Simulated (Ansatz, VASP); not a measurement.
## GaS2 in VASP and in Ansatz

```xyz
3
Lattice="4.3316 0.0000 0.0000 -2.1658 3.7513 0.0000 0.0000 0.0000 3.6342" Properties=species:S:1:pos:R:3 pbc="T T T"
Ga    0.0000    0.0000    0.0000
S     0.0000    2.5008    1.8171
S     2.1658    1.2504    1.8171
```

Alike in both runs: functional PBE; k mesh 6 × 6 × 6; occupations gaussian, width 0.1 eV; no spin polarisation.

Ansatz relaxed the structure, and its values are those at the end. VASP's run is a single point on that final structure, the one shown.

|  | VASP | Ansatz |
| --- | --- | --- |
| version | VASP 6.6.1 | Ansatz 0.2.0 |
| potentials or method | VASP PAW PBE potentials, release 64 (Ga_d, S), cutoff 520 eV | scalar-relativistic, plane waves, PAW |
| valence electrons in the cell | 25 | 25 |

Ansatz gave:

- gap on the k mesh at the Fermi level (eV): none
- pressure (GPa): -0.2

Q: What did VASP give for the same quantities?

A: gap on the k mesh at the Fermi level (eV): none; pressure (GPa): -0.3.

A gap of «none» marks a metal or a gap that the smearing closes. With one functional, cell and mesh, what is left measures potentials, basis and numerics.
